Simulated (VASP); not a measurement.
# LiAl2 (P4/mmm) in VASP: a series of runs

LiAl2 is run at these levels: PBE+D3(BJ), PBE; tasks: single point, relaxation of cell and atoms.

Everything below comes from runs of VASP 6.6.1. Logs are shortened: lines on timing, memory, paths and dates and some standing lists are left out, and cuts for length are marked.

**1. The cell of the first run**

It takes space group P4/mmm (No. 123, tetragonal). The conventional cell has a = 3.453 Å, b = 3.453 Å, c = 4.871 Å, α = 90.00°, β = 90.00°, γ = 90.00°. Within 3.2 Å of Li (site symmetry 4/mmm) lie 6 Al at 2.44 Å. Al (site symmetry 4/mmm) has 4 Li at 2.44 Å within 3.2 Å. Al (site symmetry 4/mmm) has 2 Li at 2.44 Å within 3.2 Å.

**2. Single point, PBE+D3(BJ)**

INCAR reads:

```
PREC = Accurate
ENCUT = 520
EDIFF = 1E-6
ISMEAR = 0
SIGMA = 0.1
LREAL = F
LASPH = T
NELM = 60
ALGO = Fast
ISIF = 2
LWAVE = F
LCHARG = T
GGA = PE
IVDW = 12
LELF = T
LVHAR = T
NBANDS = 12
```

KPOINTS reads:

```
regular mesh
0
Gamma
  14 14 10
```

POSCAR reads:

```
LiAl2
1.0
    3.4527883419      0.0000000000      0.0000000000
    0.0000000000      3.4527883419      0.0000000000
    0.0000000000      0.0000000000      4.8709100649
Li Al
1 2
Direct
    0.0000000000      0.0000000000      0.0000000000
    0.5000000000      0.5000000000      0.0000000000
    0.0000000000      0.0000000000      0.5000000000
```

Potentials or basis: VASP PAW PBE potentials, release 64 (Li_sv, Al).

Run with:

```bash
$ cat potpaw_PBE.64/Li_sv/POTCAR potpaw_PBE.64/Al/POTCAR > POTCAR
$ mpirun -np 1 vasp_std > vasp.out
```

OUTCAR:

```text
PREC = Accurate
   ENCUT = 520
   EDIFF = 1E-6
   ISMEAR = 0
   LREAL = F
   LASPH = T
   NELM = 60
   ISIF = 2
   GGA = PE
   IVDW = 12
 IVDW          = 12

 ion  position               nearest neighbor table
   1  0.000  0.000  0.000-   3 2.44   3 2.44   2 2.44   2 2.44   2 2.44   2 2.44
   2  0.500  0.500  0.000-   1 2.44   1 2.44   1 2.44   1 2.44
   3  0.000  0.000  0.500-   1 2.44   1 2.44

  LATTYP: Found a simple tetragonal cell.
 ALAT       =     3.4527883419
 C/A-ratio  =     1.4107178265

  Lattice vectors:

 A1 = (   3.4527883419,   0.0000000000,   0.0000000000)
 A2 = (   0.0000000000,   3.4527883419,   0.0000000000)
 A3 = (   0.0000000000,   0.0000000000,   4.8709100649)

Analysis of symmetry for initial positions (statically):
=====================================================================
 Subroutine PRICEL returns:
 Original cell was already a primitive cell.

 Routine SETGRP: Setting up the symmetry group for a
 simple tetragonal supercell.

 Subroutine GETGRP returns: Found 16 space group operations
 (whereof 16 operations were pure point group operations)
 out of a pool of 16 trial point group operations.

The static configuration has the point symmetry D_4h.

Analysis of symmetry for dynamics (positions and initial velocities):
=====================================================================
 Subroutine PRICEL returns:
 Original cell was already a primitive cell.

 Routine SETGRP: Setting up the symmetry group for a
 simple tetragonal supercell.

 Subroutine GETGRP returns: Found 16 space group operations
 (whereof 16 operations were pure point group operations)
 out of a pool of 16 trial point group operations.

The dynamic configuration has the point symmetry D_4h.

 Subroutine INISYM returns: Found 16 space group operations
 (whereof 16 operations are pure point group operations),
 and found     1 'primitive' translations

----------------------------------------------------------------------------------------

                                     Primitive cell

  volume of cell :      58.0698

  direct lattice vectors                    reciprocal lattice vectors
     3.452788342  0.000000000  0.000000000     0.289620996  0.000000000  0.000000000
     0.000000000  3.452788342  0.000000000     0.000000000  0.289620996  0.000000000
     0.000000000  0.000000000  4.870910065     0.000000000  0.000000000  0.205300444

  length of vectors
     3.452788342  3.452788342  4.870910065     0.289620996  0.289620996  0.205300444

  position of ions in fractional coordinates (direct lattice)
     0.000000000  0.000000000  0.000000000
     0.500000000  0.500000000  0.000000000
     0.000000000  0.000000000  0.500000000

  ion indices of the primitive-cell ions
   primitive index   ion index
                 1           1
                 2           2
                 3           3

----------------------------------------------------------------------------------------

 KPOINTS: regular mesh

Automatic generation of k-mesh.
 Grid dimensions read from file:
 generate k-points for:   14   14   10

 Generating k-lattice:

  Cartesian coordinates                     Fractional coordinates (reciprocal lattice)
     0.020687214  0.000000000  0.000000000     0.071428571  0.000000000  0.000000000
     0.000000000  0.020687214  0.000000000     0.000000000  0.071428571  0.000000000
     0.000000000  0.000000000  0.020530044     0.000000000  0.000000000  0.100000000

  Length of vectors
     0.020687214  0.020687214  0.020530044

  Shift w.r.t. Gamma in fractional coordinates (k-lattice)
     0.000000000  0.000000000  0.000000000

 Subroutine IBZKPT returns following result:
 ===========================================

 Found    216 irreducible k-points:

 Following reciprocal coordinates:
            Coordinates               Weight
  0.000000  0.000000  0.000000      1.000000
  0.071429  0.000000  0.000000      4.000000
  0.142857  0.000000  0.000000      4.000000
  0.214286  0.000000  0.000000      4.000000
  0.285714  0.000000  0.000000      4.000000
  0.357143  0.000000  0.000000      4.000000
[... 16 lines left out ...]
  0.285714  0.214286  0.000000      8.000000
  0.357143  0.214286  0.000000      8.000000
 [... further k-points ...]
   k-points           NKPTS =    216   k-points in BZ     NKDIM =    216   number of bands    NBANDS=     12
   number of dos      NEDOS =    301   number of ions     NIONS =      3
   total plane-waves  NPLWV =  28224
   dimension x,y,z NGX =    28 NGY =   28 NGZ =   36
   dimension x,y,z NGXF=    56 NGYF=   56 NGZF=   72
   ions per type =               1   2
   NGX,Y,Z   is equivalent  to a cutoff of  13.48, 13.48, 12.29 a.u.
   NGXF,Y,Z  is equivalent  to a cutoff of  26.96, 26.96, 24.57 a.u.
 SYSTEM =  unknown system
   PREC   = accura    normal or accurate (medium, high low for compatibility)
   ISTART =      0    job   : 0-new  1-cont  2-samecut
   ICHARG =      2    charge: 1-file 2-atom 10-const
   ISPIN  =      1    spin polarized calculation?
   LNONCOLLINEAR =      F non collinear calculations
   LSORBIT =      F    spin-orbit coupling
   LASPH  =      T    aspherical Exc in radial PAW
   ENCUT  =  520.0 eV  38.22 Ry    6.18 a.u.   6.42  6.42  9.06*2*pi/ulx,y,z
   NELM   =     60;   NELMIN=  2; NELMDL= -5     # of ELM steps
   EDIFF  = 0.1E-05   stopping-criterion for ELM
   LREAL  =      F    real-space projection
   EDIFFG = 0.1E-04   stopping-criterion for IOM
   NSW    =      0    number of steps for IOM
   IBRION =     -1    ionic relax: 0-MD 1-quasi-New 2-CG
   NFREE  =      0    steps in history (QN), initial steepest desc. (CG)
   ISIF   =      2    stress and relaxation
   ISYM   =      2    0-nonsym 1-usesym 2-fastsym
   POTIM  = 0.5000    time-step for ionic-motion
   TEBEG  =    0.0;   TEEND  =   0.0 temperature during run
   PSTRESS=    0.0 pullay stress
   NELECT =       9.0000    total number of electrons
   NUPDOWN=      -1.0000    fix difference up-down
   EMIN   =  10.00;   EMAX   =-10.00  energy-range for DOS
   EFERMI =   0.00;   METHOD = LEGACY
   ISMEAR =     0;   SIGMA  =   0.10  broadening in eV -4-tet -1-fermi 0-gaus
   EFERMI_NEDOS =   21; number of points for ismear=-14 and -15
   IALGO  =     68    algorithm
   IMIX   =      4    mixing-type and parameters
     AMIX     =   0.40;   BMIX     =  1.00
     AMIX_MAG =   1.60;   BMIX_MAG =  1.00
  volume/ion in A,a.u.               =      19.36       130.62
  Fermi-wavevector in a.u.,A,eV,Ry     =   0.879371  1.661771 10.521304  0.773294
  Thomas-Fermi vector in A             =   1.999586
   LORBIT       =      0    0 simple, 1 ext, 2 COOP (PROOUT), +10 PAW based schemes
   GGA     = PE    functional components
   LHFCALC =     F    Hartree Fock is set to
   AEXX    =    0.0000 exact exchange contribution
   IVDW    =    12    specifies the selected vdW correction
   LEPSILON=     F    determine dielectric tensor
   LRPA    =     F    only Hartree local field effects (RPA)
 non-spin polarized calculation
 RMM-DIIS sequential band-by-band and
 Gauss-broadening in eV      SIGMA  =   0.10
  energy-cutoff  :      520.00
  volume of cell :       58.07
 maximum number of plane-waves:      1594
 NGX is ok and might be reduce to    28
   NGX = 13   NGY = 13   NGZ = 19

 number of electron       9.0000003 magnetization

 Free energy of the ion-electron system (eV)
  ---------------------------------------------------
  ext. energy  EPLUGINS =         0.00000000
  ---------------------------------------------------
  free energy    TOTEN  =        -7.73497887 eV

  energy without entropy =       -7.72665506  energy(sigma->0) =       -7.73081696

 E-fermi :   4.2764     XC(G=0):  -8.8640

 val. band max:        4.2759703315   @ k =   0.2143   0.0000   0.1000
 cond. band min:       4.2823929753   @ k =   0.4286   0.3571   0.5000
 fundamental gap:      0.0064226438
 Fermi energy:         4.2764279482

 k-point     1 :       0.0000    0.0000    0.0000
  band No.  band energies     occupation
      1     -41.6012      2.00000
      2      -3.8084      2.00000
      3       1.6085      2.00000
      4       2.0181      2.00000
      5       6.4856      0.00000
      6       6.4856      0.00000
      7       8.5938      0.00000
      8      10.1869      0.00000
      9      11.5154      0.00000
     10      11.6607      0.00000
     11      11.6607      0.00000
     12      13.4676      0.00000

 k-point     2 :       0.0714    0.0000    0.0000
  band No.  band energies     occupation
      1     -41.6011      2.00000
      2      -3.7514      2.00000
      3       1.6670      2.00000
      4       2.0409      2.00000
      5       5.8524      0.00000
      6       6.5430      0.00000
      7       9.0846      0.00000
      8      10.3232      0.00000
      9      11.0075      0.00000
     10      11.2974      0.00000
     11      11.6971      0.00000
     12      13.5477      0.00000

 k-point     3 :       0.1429    0.0000    0.0000
  band No.  band energies     occupation
      1     -41.6008      2.00000
      2      -3.5806      2.00000
      3       1.8421      2.00000
      4       2.0757      2.00000
      5       4.8149      0.00000
      6       6.7151      0.00000
      7       9.4169      0.00000
      8       9.9511      0.00000
      9      10.0389      0.00000
     10      11.7940      0.00000
     11      11.8530      0.00000
     12      13.7288      0.00000

 k-point     4 :       0.2143    0.0000    0.0000
  band No.  band energies     occupation
      1     -41.6004      2.00000
      2      -3.2971      2.00000
      3       1.9641      2.00000
      4       2.1321      2.00000
      5       4.0048      1.99988
      6       7.0011      0.00000
      7       8.6918      0.00000
      8       8.7777      0.00000
      9      10.1218      0.00000
     10      11.8884      0.00000
     11      13.3488      0.00000
     12      14.0451      0.00000

 k-point     5 :       0.2857    0.0000    0.0000
  band No.  band energies     occupation
      1     -41.5999      2.00000
      2      -2.9030      2.00000
      3       1.4403      2.00000
      4       2.5328      2.00000
      5       3.7771      2.00000
      6       7.3991      0.00000
      7       7.6357      0.00000
      8       7.7233      0.00000
      9      10.4438      0.00000
     10      11.7258      0.00000
     11      13.3110      0.00000
     12      14.2209      0.00000
[... 228 lines left out ...]
      1     -41.5986      2.00000
      2      -1.0681      2.00000
      3      -0.5696      2.00000
      4       4.1476      1.93156
      5       5.0454      0.00000
      6       5.2706      0.00000
      7       5.4791      0.00000
      8       7.4529      0.00000
      9       7.9387      0.00000
     10      12.6803      0.00000
     11      13.2114      0.00000
     12      13.5086      0.00000

 k-point    22 :       0.2143    0.2143    0.0000
  band No.  band energies     occupation
      1     -41.5995      2.00000
      2      -2.7824      2.00000
      3       2.3016      2.00000
      4       2.6522      2.00000
      5       3.4200      2.00000
      6       5.2772      0.00000
      7       8.6236      0.00000
      8       8.7606      0.00000
      9       9.3353      0.00000
     10      10.6185      0.00000
     11      11.3324      0.00000
     12      13.8089      0.00000

 k-point    23 :       0.2857    0.2143    0.0000
  band No.  band energies     occupation
      1     -41.5991      2.00000
      2      -2.3854      2.00000
      3       1.9769      2.00000
      4       3.0492      2.00000
      5       3.2638      2.00000
      6       5.3407      0.00000
      7       7.9378      0.00000
      8       7.9676      0.00000
      9       8.7182      0.00000
     10      10.5045      0.00000
     11      11.1810      0.00000
     12      14.5287      0.00000

 k-point    24 :       0.3571    0.2143    0.0000
  band No.  band energies     occupation
      1     -41.5986      2.00000
      2      -1.8808      2.00000
      3       1.1619      2.00000
      4       3.5422      2.00000
      5       3.6529      2.00000
      6       5.5956      0.00000
      7       6.9903      0.00000
      8       7.0348      0.00000
      9       8.1694      0.00000
     10      10.8510      0.00000
     11      11.3760      0.00000
     12      14.1054      0.00000

 [... further k-points ...]

------------------------ aborting loop because EDIFF is reached ----------------------------------------

 Edisp (eV)   -0.72818

 E8    (eV) :    -0.3199

  FORCE on cell =-STRESS in cart. coord.  units (eV):
  Direction    XX          YY          ZZ          XY          YZ          ZX
  --------------------------------------------------------------------------------------
  -------------------------------------------------------------------------------------
  Total      -0.73086    -0.73086    -0.43518     0.00000     0.00000     0.00000
  in kB     -20.16470   -20.16470   -12.00692     0.00000     0.00000     0.00000
  external pressure =      -17.45 kB  Pullay stress =        0.00 kB

 VOLUME and BASIS-vectors are now :
 -----------------------------------------------------------------------------
  energy-cutoff  :      520.00
  volume of cell :       58.07
      direct lattice vectors                 reciprocal lattice vectors
     3.452788342  0.000000000  0.000000000     0.289620996  0.000000000  0.000000000
     0.000000000  3.452788342  0.000000000     0.000000000  0.289620996  0.000000000
     0.000000000  0.000000000  4.870910065     0.000000000  0.000000000  0.205300444

 POSITION                                       TOTAL-FORCE (eV/Angst)
 -----------------------------------------------------------------------------------
      0.00000      0.00000      0.00000         0.000000      0.000000      0.000000
      1.72639      1.72639      0.00000         0.000000      0.000000      0.000000
      0.00000      0.00000      2.43546         0.000000      0.000000      0.000000
 -----------------------------------------------------------------------------------
    total drift:                               -0.000000     -0.000000     -0.000000

  FREE ENERGIE OF THE ION-ELECTRON SYSTEM (eV)
  ---------------------------------------------------
  free  energy   TOTEN  =        -8.4631568141 eV

  energy  without entropy=       -8.4548329997  energy(sigma->0) =       -8.45899491
```

It took 3.5 min on 1 thread of Oxide Virtual Turin-like, shared host; peak memory 0.24 GiB.

What came out:

```yaml
Free_energy: -8.4632 eV
Band_gap_on_the_k_mesh: zero (an odd number of electrons rules out a gap without spin polarisation)
Dispersion_energy_per_atom: -0.243 eV
```

Levels at points of the mesh, in eV from the Fermi level:
```csv
k point,band 3,band 4,band 5,band 6,band 7,band 8
"(0.00, 0.00, 0.00)",-2.67,-2.26,2.21,2.21,4.32,5.91
"(0.50, 0.00, 0.00)",-5.06,-0.34,0.79,0.96,1.01,4.67
"(0.50, 0.50, 0.00)",-2.76,-2.35,-2.23,1.44,2.68,2.68
"(0.00, 0.00, 0.50)",-6.66,2.94,2.94,3.95,4.37,4.68
"(0.50, 0.00, 0.50)",-4.41,-2.90,-2.73,5.71,5.78,5.84
"(0.50, 0.50, 0.50)",-1.91,-1.91,-1.76,-0.35,-0.35,0.88
```

Caveat: the cutoff is under 1.25 times the usual one of these potentials, so pressure, stress and relaxed cells hold a basis-set (Pulay) error; three body term missing.

**3. Single point, PBE (atoms taken out)**

INCAR reads:

```
SYSTEM = LiAl2
  PREC = Accurate
  ENCUT = 520
  EDIFF = 1E-6
  ISMEAR = 0
  SIGMA = 0.1
  LREAL = .False.
  LASPH = .True.
  NELM = 100
  ALGO = Fast
  ISIF = 2
  LWAVE = .False.
  LCHARG = .False.
  GGA = PE
  NBANDS = 12
```

KPOINTS reads:

```
Automatic mesh
0
Gamma
  14 14 10
  0 0 0
```

POSCAR reads:

```
LiAl2
1.0
    3.4497143754      0.0000000000      0.0000000000
    0.0000000000      3.4497143754      0.0000000000
    0.0000000000      0.0000000000      4.9294725889
Li Al
1 2
Direct
    0.0000000000      0.0000000000      0.0000000000
    0.5000000000      0.5000000000      0.0000000000
    0.0000000000      0.0000000000      0.5000000000
```

Potentials or basis: VASP PAW PBE potentials, release 64 (Li_sv, Al).

Run with:

```bash
$ cat potpaw_PBE.64/Li_sv/POTCAR potpaw_PBE.64/Al/POTCAR > POTCAR
$ mpirun -np 1 vasp_std > vasp.out
```

It took 3.9 min on 1 thread of Oxide Virtual Turin-like, shared host; peak memory 0.24 GiB.

The run converged. Its results:

```
Free energy            : -7.7371 eV
Band gap on the k mesh : zero (an odd number of electrons rules out a gap without spin polarisation)
```

Levels at points of the mesh, in eV from the Fermi level:
| k point | band 2 | band 3 | band 4 | band 5 | band 6 | band 7 | band 8 | band 9 |
| --- | --- | --- | --- | --- | --- | --- | --- | --- |
| (0.00, 0.00, 0.00) | -8.03 | -2.69 | -2.38 | 2.28 | 2.28 | 4.38 | 5.98 | 7.23 |
| (0.50, 0.00, 0.00) | -5.54 | -5.01 | -0.34 | 0.69 | 0.90 | 0.93 | 4.76 | 5.46 |
| (0.50, 0.50, 0.00) | -2.70 | -2.70 | -2.30 | -2.19 | 1.47 | 2.57 | 2.57 | 3.45 |
| (0.00, 0.00, 0.50) | -6.66 | -6.64 | 2.99 | 2.99 | 3.80 | 4.15 | 4.73 | 4.73 |
| (0.50, 0.00, 0.50) | -4.87 | -4.37 | -2.87 | -2.68 | 5.58 | 5.84 | 5.87 | 6.47 |
| (0.50, 0.50, 0.50) | -2.16 | -1.89 | -1.89 | -1.75 | -0.32 | -0.32 | 0.94 | 1.02 |

Caveat: the cell differs from its parent crystal (atoms taken out); the cutoff is under 1.25 times the usual one of these potentials, so pressure, stress and relaxed cells hold a basis-set (Pulay) error.

[end of part 1 of 3]

The gap in the log of VASP goes by the Fermi energy; the results here count the filled bands.